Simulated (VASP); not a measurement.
# Cs: relaxation of shape and atoms at fixed volume with PBE

The system is Cs.

```
CELL_PARAMETERS angstrom
5.34821 0.00000 0.00000
-2.67410 4.63169 0.00000
0.00000 0.00000 8.85330
ATOMIC_POSITIONS crystal
Cs 0.33333 0.66667 0.25000
Cs 0.66667 0.33333 0.75000
```

This cell differs from its parent crystal: volume scaled by 0.94.

```
Program                : VASP 6.6.1
Task                   : relaxation of shape and atoms at fixed volume
Functional             : PBE
Potentials or basis    : VASP PAW PBE potentials, release 64 (Cs_sv)
Cutoff                 : 600 eV
k mesh                 : 9 × 9 × 6
Occupations            : gaussian, width 0.1 eV
Spin                   : no spin polarisation
Dipole correction      : no
Further INCAR settings : ALGO = Normal; EDIFF = 1e-07; IBRION = 2; EDIFFG = -0.01; NSW = 50; ISIF = 4
```

| Item | Value |
| --- | --- |
| Pressure after relaxing | 0.1 GPa |
| Band gap on the k mesh | zero (band 9 reaches 1.37 eV, above the bottom of band 10 at -0.52 eV) |

Final structure:
```
Cs
1.0
     5.34821    0.00000    0.00000
    -2.67410    4.63169    0.00000
     0.00000    0.00000    8.85330
Cs
2
Cartesian
  0.0000 3.0878 2.2133
  2.6741 1.5439 6.6400
```

Levels at points of the mesh, in eV from the Fermi level:
```
           k point  band 7  band 8  band 9  band 10  band 11  band 12
(0.00, 0.00, 0.00)  -10.58  -10.58   -1.74    -0.09     0.76     2.38
(0.00, 0.00, 0.50)  -10.59  -10.59   -1.12    -1.12     1.60     1.60
```

Run time: 98 s on 1 thread of Intel(R) Xeon(R) 6975P-C (Granite Rapids), with other jobs on the host, peak memory 0.49 GiB.

Caveat: the relaxation stopped at its first step, so nothing moved; spin-orbit coupling is left out, which moves the levels of the heavy elements.
